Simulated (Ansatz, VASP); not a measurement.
Two plane-wave programs on KF

```
CELL_PARAMETERS angstrom
3.17887 0.00000 0.00000
0.00000 3.17887 0.00000
0.00000 0.00000 3.17887
ATOMIC_POSITIONS crystal
K 0.00000 0.00000 0.00000
F 0.50000 0.50000 0.50000
```

Alike in both runs: task single point; functional PBE; k mesh 6 × 6 × 6; no spin polarisation.

```csv
,VASP,Ansatz
version,VASP 6.6.1,Ansatz 0.2.0
potentials or method,"VASP PAW PBE potentials, release 64 (K_sv, F)",plane waves
plane-wave cutoff (eV),600,420
occupations,"methfessel-paxton of order 1, width 0.001 eV","cold, width 0.001 eV"
valence electrons in the cell,16,16
```

Ansatz gave:

* gap on the k mesh at the Fermi level (eV): 6.82
* pressure (GPa): 2.9

Q: Which values does VASP return?

A: gap on the k mesh at the Fermi level (eV): 6.80; pressure (GPa): 3.0.
